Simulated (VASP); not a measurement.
# CdGeAs2 (I-42d) in VASP: single point with r2SCAN

Aim: the single point of CdGeAs2 with r2SCAN.

All numbers are computed with VASP 6.6.1; they aren't measurements. Logs are shortened: lines on timing, memory, paths and dates and some standing lists are left out, and cuts for length are marked.

### Step 1. The cell of the first run

It takes space group I-42d (No. 122, tetragonal). The conventional cell has a = 6.160 Å, b = 6.160 Å, c = 10.880 Å, α = 90.00°, β = 90.00°, γ = 90.00°. Within 3.5 Å of Cd (site symmetry -4) lie 4 As at 2.69 Å. Ge (site symmetry -4) has 4 As at 2.46 Å within 3.2 Å. Within 3.2 Å of As (site symmetry 2) lie 2 Ge at 2.46 Å and 2 Cd at 2.69 Å.

### Step 2. Single point, r2SCAN (epitaxial xy strain +3.0%)

File POSCAR:

```
CdGeAs2
1.0
   -3.0798079677      3.0798079677      5.4400897575
    3.0798079677     -3.0798079677      5.4400897575
    3.0798079677      3.0798079677     -5.4400897575
Cd Ge As
2 2 4
Direct
    0.2500000000      0.7500000000      0.5000000000
    0.5000000000      0.5000000000      0.0000000000
    0.0000000000      0.0000000000      0.0000000000
    0.7500000000      0.2500000000      0.5000000000
    0.8750000000      0.3441766199      0.9691766199
    0.6558233801      0.6250000000      0.5308233801
    0.3750000000      0.9058233801      0.0308233801
    0.0941766199      0.1250000000      0.4691766199
```

File INCAR.step1:

```
SYSTEM = CdGeAs2
ALGO = Normal
EDIFF = 1E-4
ENCUT = 520
GGA = PE
ISMEAR = -1
LASPH = .TRUE.
LCHARG = .FALSE.
LREAL = .FALSE.
LWAVE = .TRUE.
NBANDS = 46
NELM = 80
PREC = Accurate
SIGMA = 0.02
```

File INCAR.step2:

```
SYSTEM = CdGeAs2
ALGO = Normal
EDIFF = 1E-6
ENCUT = 520
ISIF = 2
ISMEAR = -1
ISTART = 1
LASPH = .TRUE.
LCHARG = .FALSE.
LMIXTAU = .TRUE.
LREAL = .FALSE.
LWAVE = .FALSE.
METAGGA = R2SCAN
NBANDS = 46
NELM = 80
PREC = Accurate
SIGMA = 0.02
```

File KPOINTS:

```
k-points
0
G
  6 6 6
  0 0 0
```

Potentials or basis: VASP PAW PBE potentials, release 64 (Cd, Ge_d, As).

Started as:

```sh
> cat potpaw_PBE.64/Cd/POTCAR potpaw_PBE.64/Ge_d/POTCAR potpaw_PBE.64/As/POTCAR > POTCAR
> cp INCAR.step1 INCAR
> mpirun -np 1 vasp_std > vasp.out
> cp INCAR.step2 INCAR
> mpirun -np 1 vasp_std > vasp.out
```

OUTCAR:

```text
SYSTEM = CdGeAs2
   EDIFF = 1E-6
   ENCUT = 520
   ISIF = 2
   ISMEAR = -1
   ISTART = 1
   LASPH = .TRUE.
   LREAL = .FALSE.
   METAGGA = R2SCAN
   NELM = 80
   PREC = Accurate

 ion  position               nearest neighbor table
   1  0.250  0.750  0.500-   7 2.69   6 2.69   5 2.69   8 2.69
   2  0.500  0.500  0.000-   6 2.69   7 2.69   8 2.69   5 2.69
   3  0.000  0.000  0.000-   5 2.46   7 2.46   6 2.46   8 2.46
   4  0.750  0.250  0.500-   6 2.46   8 2.46   7 2.46   5 2.46
   5  0.875  0.344  0.969-   3 2.46   4 2.46   1 2.69   2 2.69
   6  0.656  0.625  0.531-   4 2.46   3 2.46   1 2.69   2 2.69
   7  0.375  0.906  0.031-   3 2.46   4 2.46   2 2.69   1 2.69
   8  0.094  0.125  0.469-   4 2.46   3 2.46   2 2.69   1 2.69

  LATTYP: Found a body centered tetragonal cell.
 ALAT       =     6.1596159354
 C/A-ratio  =     1.7663730384

  Lattice vectors:

 A1 = (  -3.0798079677,   3.0798079677,   5.4400897575)
 A2 = (   3.0798079677,  -3.0798079677,   5.4400897575)
 A3 = (   3.0798079677,   3.0798079677,  -5.4400897575)

Analysis of symmetry for initial positions (statically):
=====================================================================
 Subroutine PRICEL returns:
 Original cell was already a primitive cell.

 Routine SETGRP: Setting up the symmetry group for a
 body centered tetragonal supercell.

 Subroutine GETGRP returns: Found  8 space group operations
 (whereof  4 operations were pure point group operations)
 out of a pool of 16 trial point group operations.

The static configuration has the point symmetry S_4 .
 The point group associated with its full space group is D_2d.

Analysis of symmetry for dynamics (positions and initial velocities):
=====================================================================
 Subroutine PRICEL returns:
 Original cell was already a primitive cell.

 Routine SETGRP: Setting up the symmetry group for a
 body centered tetragonal supercell.

 Subroutine GETGRP returns: Found  8 space group operations
 (whereof  4 operations were pure point group operations)
 out of a pool of 16 trial point group operations.

The dynamic configuration has the point symmetry S_4 .
 The point group associated with its full space group is D_2d.

 Subroutine INISYM returns: Found  8 space group operations
 (whereof  4 operations are pure point group operations),
 and found     1 'primitive' translations

----------------------------------------------------------------------------------------

                                     Primitive cell

  volume of cell :     206.4017

  direct lattice vectors                    reciprocal lattice vectors
    -3.079807968  3.079807968  5.440089758     0.000000000  0.162347784  0.091910248
     3.079807968 -3.079807968  5.440089758     0.162347784  0.000000000  0.091910248
     3.079807968  3.079807968 -5.440089758     0.162347784  0.162347784  0.000000000

  length of vectors
     6.968860079  6.968860079  6.968860079     0.186559097  0.186559097  0.229594439

  position of ions in fractional coordinates (direct lattice)
     0.250000000  0.750000000  0.500000000
     0.500000000  0.500000000  0.000000000
     0.000000000  0.000000000  0.000000000
     0.750000000  0.250000000  0.500000000
     0.875000000  0.344176620  0.969176620
     0.655823380  0.625000000  0.530823380
     0.375000000  0.905823380  0.030823380
     0.094176620  0.125000000  0.469176620

  ion indices of the primitive-cell ions
   primitive index   ion index
                 1           1
                 2           2
                 3           3
                 4           4
                 5           5
                 6           6
                 7           7
                 8           8

----------------------------------------------------------------------------------------

 KPOINTS: k-points

Automatic generation of k-mesh.
 Grid dimensions read from file:
 generate k-points for:    6    6    6

 Generating k-lattice:

  Cartesian coordinates                     Fractional coordinates (reciprocal lattice)
     0.000000000  0.027057964  0.015318375     0.166666667  0.000000000 -0.000000000
     0.027057964  0.000000000  0.015318375     0.000000000  0.166666667 -0.000000000
     0.027057964  0.027057964  0.000000000     0.000000000  0.000000000  0.166666667

  Length of vectors
     0.031093183  0.031093183  0.038265740

  Shift w.r.t. Gamma in fractional coordinates (k-lattice)
     0.000000000  0.000000000  0.000000000

 Subroutine IBZKPT returns following result:
 ===========================================

 Found     30 irreducible k-points:

 Following reciprocal coordinates:
            Coordinates               Weight
  0.000000  0.000000  0.000000      1.000000
  0.166667  0.000000  0.000000      8.000000
  0.333333  0.000000 -0.000000      8.000000
  0.500000  0.000000 -0.000000      4.000000
  0.166667  0.166667  0.000000      8.000000
  0.333333  0.166667 -0.000000     16.000000
[... 16 lines left out ...]
 -0.333333 -0.333333  0.166667      8.000000
 -0.166667 -0.333333  0.166667      8.000000
 [... further k-points ...]
   k-points           NKPTS =     30   k-points in BZ     NKDIM =     30   number of bands    NBANDS=     46
   number of dos      NEDOS =    301   number of ions     NIONS =      8
   total plane-waves  NPLWV = 157464
   dimension x,y,z NGX =    54 NGY =   54 NGZ =   54
   dimension x,y,z NGXF=   108 NGYF=  108 NGZF=  108
   ions per type =               2   2   4
   NGX,Y,Z   is equivalent  to a cutoff of  12.88, 12.88, 12.88 a.u.
   NGXF,Y,Z  is equivalent  to a cutoff of  25.76, 25.76, 25.76 a.u.
 SYSTEM =  CdGeAs2
   PREC   = accura    normal or accurate (medium, high low for compatibility)
   ISTART =      1    job   : 0-new  1-cont  2-samecut
   ICHARG =      0    charge: 1-file 2-atom 10-const
   ISPIN  =      1    spin polarized calculation?
   LNONCOLLINEAR =      F non collinear calculations
   LSORBIT =      F    spin-orbit coupling
   LASPH  =      T    aspherical Exc in radial PAW
   ENCUT  =  520.0 eV  38.22 Ry    6.18 a.u.  12.96 12.96 12.96*2*pi/ulx,y,z
   NELM   =     80;   NELMIN=  2; NELMDL=  0     # of ELM steps
   EDIFF  = 0.1E-05   stopping-criterion for ELM
   LREAL  =      F    real-space projection
   EDIFFG = 0.1E-04   stopping-criterion for IOM
   NSW    =      0    number of steps for IOM
   IBRION =     -1    ionic relax: 0-MD 1-quasi-New 2-CG
   NFREE  =      0    steps in history (QN), initial steepest desc. (CG)
   ISIF   =      2    stress and relaxation
   ISYM   =      2    0-nonsym 1-usesym 2-fastsym
   POTIM  = 0.5000    time-step for ionic-motion
   TEBEG  =    0.0;   TEEND  =   0.0 temperature during run
   PSTRESS=    0.0 pullay stress
   NELECT =      72.0000    total number of electrons
   NUPDOWN=      -1.0000    fix difference up-down
   EMIN   =  10.00;   EMAX   =-10.00  energy-range for DOS
   EFERMI =   0.00;   METHOD = LEGACY
   ISMEAR =    -1;   SIGMA  =   0.02  broadening in eV -4-tet -1-fermi 0-gaus
   EFERMI_NEDOS =   21; number of points for ismear=-14 and -15
   IALGO  =     38    algorithm
   IMIX   =      4    mixing-type and parameters
     AMIX     =   0.40;   BMIX     =  1.00
     AMIX_MAG =   1.60;   BMIX_MAG =  1.00
  volume/ion in A,a.u.               =      25.80       174.11
  Fermi-wavevector in a.u.,A,eV,Ry     =   1.152430  2.177777 18.069828  1.328095
  Thomas-Fermi vector in A             =   2.289081
   LORBIT       =      0    0 simple, 1 ext, 2 COOP (PROOUT), +10 PAW based schemes
   METAGGA = R2SCAN    functional components
   LHFCALC =     F    Hartree Fock is set to
   AEXX    =    0.0000 exact exchange contribution
   IVDW    =     0    specifies the selected vdW correction
   LEPSILON=     F    determine dielectric tensor
   LRPA    =     F    only Hartree local field effects (RPA)
 non-spin polarized calculation
  energy-cutoff  :      520.00
  volume of cell :      206.40
 maximum number of plane-waves:      5620
 NGX is ok and might be reduce to    54
   NGX = 25   NGY = 25   NGZ = 25

 number of electron      71.9999994 magnetization

 Free energy of the ion-electron system (eV)
  ---------------------------------------------------
  ext. energy  EPLUGINS =         0.00000000
  ---------------------------------------------------
  free energy    TOTEN  =      -127.88048752 eV

  energy without entropy =     -127.88044706  energy(sigma->0) =     -127.88046729

 E-fermi :   2.7054     XC(G=0):  -9.8139

 val. band max:        2.6252692155   @ k =   0.0000   0.0000   0.0000
 cond. band min:       2.7823226345   @ k =   0.0000   0.0000   0.0000
 fundamental gap:      0.1570534190
 Fermi energy:         2.7054176537

 k-point     1 :       0.0000    0.0000    0.0000
  band No.  band energies     occupation
      1     -22.9770      2.00000
      2     -22.9770      2.00000
      3     -22.9737      2.00000
      4     -22.9697      2.00000
      5     -22.9697      2.00000
      6     -22.9688      2.00000
[... 38 lines left out ...]
     45       8.1264      0.00000
     46       8.1264      0.00000

 k-point     2 :       0.1667    0.0000    0.0000
  band No.  band energies     occupation
      1     -22.9771      2.00000
      2     -22.9766      2.00000
      3     -22.9737      2.00000
      4     -22.9700      2.00000
      5     -22.9697      2.00000
      6     -22.9688      2.00000
[... 38 lines left out ...]
     45       7.9123      0.00000
     46       8.1988      0.00000

 k-point     3 :       0.3333    0.0000   -0.0000
  band No.  band energies     occupation
      1     -22.9773      2.00000
      2     -22.9757      2.00000
      3     -22.9739      2.00000
      4     -22.9706      2.00000
      5     -22.9695      2.00000
      6     -22.9690      2.00000
[... 1018 lines left out ...]
     45       7.6844      0.00000
     46       8.2629      0.00000

 k-point    24 :      -0.1667   -0.3333    0.1667
  band No.  band energies     occupation
      1     -22.9773      2.00000
      2     -22.9770      2.00000
      3     -22.9731      2.00000
      4     -22.9699      2.00000
      5     -22.9693      2.00000
      6     -22.9692      2.00000
[... 38 lines left out ...]
     45       7.4204      0.00000
     46       7.9549      0.00000

 [... further k-points ...]

------------------------ aborting loop because EDIFF is reached ----------------------------------------

  FORCE on cell =-STRESS in cart. coord.  units (eV):
  Direction    XX          YY          ZZ          XY          YZ          ZX
  --------------------------------------------------------------------------------------
  -------------------------------------------------------------------------------------
  Total       -2.5348530     -2.5348530      0.1878206      0.0000000      0.0000000      0.0000000
  in kB      -19.6765984    -19.6765984      1.4579429      0.0000000      0.0000000      0.0000000
  external PRESSURE =     -12.6317513 kB  Pullay stress =       0.0000000 kB

 VOLUME and BASIS-vectors are now :
 -----------------------------------------------------------------------------
  energy-cutoff  :      520.00
  volume of cell :      206.40
      direct lattice vectors                 reciprocal lattice vectors
    -3.079807968  3.079807968  5.440089758     0.000000000  0.162347784  0.091910248
     3.079807968 -3.079807968  5.440089758     0.162347784  0.000000000  0.091910248
     3.079807968  3.079807968 -5.440089758     0.162347784  0.162347784  0.000000000

 POSITION                                       TOTAL-FORCE (eV/Angst)
 -----------------------------------------------------------------------------------
      3.07981     -0.00000      2.72004        -0.000000      0.000000      0.000000
      0.00000      0.00000      5.44009        -0.000000      0.000000      0.000000
      0.00000      0.00000      0.00000        -0.000000      0.000000     -0.000000
     -0.00000      3.07981      2.72004        -0.000000      0.000000      0.000000
      1.35004      4.61971      1.36002        -0.003827      0.000000      0.000000
      1.53990      1.72976      4.08007        -0.000000      0.003827     -0.000000
      1.72976     -1.53990      6.80011         0.003827      0.000000     -0.000000
      1.53990      1.35004     -1.36002        -0.000000     -0.003827      0.000000
 -----------------------------------------------------------------------------------
    total drift:                                0.000285      0.000285      0.000195

  FREE ENERGIE OF THE ION-ELECTRON SYSTEM (eV)
  ---------------------------------------------------
  free  energy   TOTEN  =      -127.8804875233 eV

  energy  without entropy=     -127.8804470575  energy(sigma->0) =     -127.88046729
```

Run time: 23 min. Hardware: 1 thread of Intel Xeon 8259CL, shared host; peak memory 0.6 GiB.

What came out:

```yaml
Free_energy: -127.8805 eV
Pressure: -1.3 GPa
Largest_force: 0.004 eV/Å
Band_gap_on_the_k_mesh: 0.16 eV
```

Forces in eV/Å, atoms in the order of the input:
```
Cd   0.000  0.000  0.000
Cd   0.000  0.000  0.000
Ge   0.000  0.000  0.000
Ge   0.000  0.000  0.000
As  -0.004  0.000  0.000
As   0.000  0.004  0.000
As   0.004  0.000  0.000
As   0.000 -0.004  0.000
```

Caveat: the cell differs from its parent crystal (epitaxial xy strain +3.0%); semilocal functionals underestimate gaps, and a narrow one can read as zero; the PAW data sets were made with another functional, which shifts forces and pressure a little.
